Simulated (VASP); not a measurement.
A run of VASP 6.6.1:

The input INCAR:

```
SYSTEM = MgO
PREC = Accurate
ENCUT = 520
EDIFF = 1E-7
ISMEAR = 0
SIGMA = 0.05
LREAL = .FALSE.
LASPH = .TRUE.
NELM = 100
ALGO = Normal
ISIF = 2
LWAVE = .FALSE.
LCHARG = .FALSE.
GGA = PE
NBANDS = 26
```

The input KPOINTS:

```
regular mesh
0
G
  9 9 4
  0 0 0
```

File POSCAR:

```
MgO
1.0
    3.2063447515      0.0000000000      0.0000000000
   -1.6031723758      2.7767760081      0.0000000000
    0.0000000000      0.0000000000     12.3271130318
Mg O
4 4
Direct
    0.3333333333      0.6666666667      0.9694906392
    0.0000000000      0.0000000000      0.2208211786
    0.0000000000      0.0000000000      0.7208211786
    0.6666666667      0.3333333333      0.4694906392
    0.3333333333      0.6666666667      0.7800420079
    0.0000000000      0.0000000000      0.5296443544
    0.0000000000      0.0000000000      0.0296443544
    0.6666666667      0.3333333333      0.2800420079
```

Potentials or basis: VASP PAW PBE potentials, release 64 (Mg, O).

Command:

```console
$ cat potpaw_PBE.64/Mg/POTCAR potpaw_PBE.64/O/POTCAR > POTCAR
$ mpirun -np 1 vasp_std > vasp.out
```

Hardware: 1 thread of AMD EPYC 7R43 64-Core Processor (Zen 3), with other jobs on the host.

Q: Estimate the wall time of this run.

A: Wall time 3 min on 1 thread of AMD EPYC 7R43 64-Core Processor (Zen 3), on a shared host, peak memory 0.22 GiB. Counts: scf iterations 15, k points 36.
